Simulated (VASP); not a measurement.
**KI: single point with PBEsol**

Crystal: KI.

```
CELL_PARAMETERS angstrom
0.00000 3.66553 3.38357
3.66553 0.00000 3.38357
3.66553 3.66553 0.00000
ATOMIC_POSITIONS crystal
K 0.00000 0.00000 0.00000
I 0.50000 0.50000 0.50000
```

This cell differs from its parent crystal: strain +0.040 along x and y, -0.040 along z.

```json
{
  "Program": "VASP 6.6.1",
  "Task": "single point",
  "Functional": "PBEsol",
  "Potentials or basis": "VASP PAW PBE potentials, release 64 (K_sv, I)",
  "Cutoff": "520 eV",
  "k mesh": "6 × 6 × 6",
  "Occupations": "gaussian, width 0.05 eV",
  "Spin": "no spin polarisation",
  "Dipole correction": "no",
  "Further INCAR settings": "ALGO = Normal; EDIFF = 1e-06; NBANDS = 15"
}
```

```yaml
Pressure: -0.3 GPa
Band_gap_on_the_k_mesh: 3.74 eV
```

Stress tensor (GPa, compression positive):
```
-0.97  0.00  0.00
 0.00 -0.97  0.00
 0.00  0.00  0.94
```

Levels at points of the mesh, in eV from the valence-band top:
```csv
k point,band 6,band 7,band 8,band 9,band 10,band 11
"(0.00, 0.00, 0.00)",-0.01,-0.01,0.00,3.74,6.29,6.29
"(0.50, 0.00, 0.00)",-1.30,-0.35,-0.32,5.34,7.48,7.72
"(0.50, 0.50, 0.00)",-0.91,-0.44,-0.44,4.83,5.66,8.18
"(0.50, 0.00, 0.50)",-1.00,-0.36,-0.28,4.91,5.60,7.96
```

Wall time 47 s on 1 thread of AMD EPYC 7R43 64-Core Processor (Zen 3), with other jobs on the host, peak memory 0.21 GiB.

Caveat: the cell differs from its parent crystal (strain +0.040 along x and y, -0.040 along z); the PAW data sets were made with another functional, which shifts forces and pressure a little; spin-orbit coupling is left out, which moves the levels of the heavy elements.
